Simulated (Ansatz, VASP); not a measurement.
# Two plane-wave programs on ZnCu

POSCAR

```
ZnCu
1.0
    2.9205539200      0.0000000000      0.0000000000
    0.0000000000      2.9205539200      0.0000000000
    0.0000000000      0.0000000000      2.9205539200
Zn Cu
1 1
Direct
    0.5000000000      0.5000000000      0.5000000000
    0.0000000000      0.0000000000      0.0000000000
```

INCAR.step1

```
ALGO     = Normal         # electronic algorithm
EDIFF    = 1E-4           # SCF threshold, eV
ENCUT    = 520            # plane-wave cutoff, eV
GGA      = PE             # functional
ISMEAR   = -1             # smearing method
LASPH    = T              # aspherical terms in the spheres
LCHARG   = F              # write CHGCAR
LREAL    = F              # projectors in reciprocal space
LWAVE    = T              # write WAVECAR
NBANDS   = 18             # bands
NELM     = 80             # most SCF steps
PREC     = Accurate       # precision mode
SIGMA    = 0.05           # smearing width, eV
```

The input INCAR.step2:

```
ALGO     = Normal         # electronic algorithm
EDIFF    = 1E-8           # SCF threshold, eV
ENCUT    = 520            # plane-wave cutoff, eV
ISIF     = 2              # what is computed and relaxed
ISMEAR   = -1             # smearing method
ISTART   = 1            
LASPH    = T              # aspherical terms in the spheres
LCHARG   = F              # write CHGCAR
LEFG     = T            
LMIXTAU  = T            
LREAL    = F              # projectors in reciprocal space
LWAVE    = F              # write WAVECAR
METAGGA  = R2SCAN         # meta-GGA
NBANDS   = 18             # bands
NELM     = 80             # most SCF steps
PREC     = Accurate       # precision mode
SIGMA    = 0.05           # smearing width, eV
```

KPOINTS

```
k-points
0
Gamma
  6 6 6
```

Input for Ansatz:

```yaml
crystal:
  lattice:
    - [2.92055392, 0.0, 0.0]
    - [0.0, 2.92055392, 0.0]
    - [0.0, 0.0, 2.92055392]
  atoms:
    - { symbol: Zn, position: [0.5, 0.5, 0.5] }
    - { symbol: Cu, position: [0.0, 0.0, 0.0] }
kpoints:
  mp_grid: { grid: [6, 6, 6] }
scf:
  occupations: { method: fermi_dirac, width: 0.05 }
hamiltonian:
  xc: r2scan
  pseudopotentials: { kind: paw }
output:
  forces: true
  stress: true
  eigenvalues: true
  efg: { contact_densities: true }
```

Alike in both runs: task electric field gradients; functional r2SCAN; k mesh 6 × 6 × 6; occupations fermi-dirac, width 0.05 eV; no spin polarisation.

```csv
,VASP,Ansatz
version,VASP 6.6.1,Ansatz 0.2.0
potentials or method,"VASP PAW PBE potentials, release 64 (Zn, Cu)","PAW with Ansatz's default frozen-core files, scalar-relativistic"
plane-wave cutoff (eV),520,500
valence electrons in the cell,23,31
```

|  | VASP | Ansatz | Ansatz less VASP |
| --- | --- | --- | --- |
| pressure (GPa) | 0.9 | 0.3 | -0.70 |

VASP's potentials were made for PBE, not for r2SCAN. The functional is the same, so the differences come from potentials, cutoffs and numerics. VASP's potentials hold 23 valence electrons a cell and Ansatz's 31, so a difference there can come from the potentials and not from the codes.
